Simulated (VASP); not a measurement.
Wanted: the native input for a VASP 6.6.1 run.

```yaml
Task: single point
Functional: PBE
Potentials_or_basis: VASP PAW PBE potentials, release 64 (Ba_sv, O_h)
Cutoff: 1340 eV
k_mesh: 8 × 8 × 8
Occupations: gaussian, width 0.02 eV
Spin: no spin polarisation
Dipole_correction: no
Further_INCAR_settings: ALGO = Normal; EDIFF = 1e-06; NBANDS = 15
```

The structure of BaO lies in POSCAR:

```
BaO
1.0
    0.0000000000      2.7870116213      2.7870116213
    2.7870116213      0.0000000000      2.7870116213
    2.7870116213      2.7870116213      0.0000000000
Ba O
1 1
Direct
    0.0000000000      0.0000000000      0.0000000000
    0.5000000000      0.5000000000      0.5000000000
```

The input as run:

INCAR

```
SYSTEM = BaO
ALGO = Normal ; EDIFF = 1E-6
ENCUT = 1340 ; GGA = PE
GGA_COMPAT = .False. ; ISIF = 2
ISMEAR = 0 ; LASPH = .True.
LCHARG = .True. ; LELF = .True.
LREAL = .False. ; LVHAR = .True.
LWAVE = .False. ; NBANDS = 15
NELM = 120 ; PREC = Accurate
SIGMA = 0.02
```

KPOINTS

```
k-points
0
Gamma
  8 8 8
  0 0 0
```

Potentials or basis: VASP PAW PBE potentials, release 64 (Ba_sv, O_h).

The run is started by

```sh
$ cat potpaw_PBE.64/Ba_sv/POTCAR potpaw_PBE.64/O_h/POTCAR > POTCAR
$ mpirun -np 1 vasp_std > vasp.out
```

Results of the run:

```
Pressure               : 1.5 GPa
Band gap on the k mesh : 2.04 eV
```

Caveat: spin-orbit coupling is left out, which moves the levels of the heavy elements.

Run time: 80 s on 1 thread of AMD EPYC 7R43 64-Core Processor (Zen 3), with other jobs on the host, peak memory 0.33 GiB.
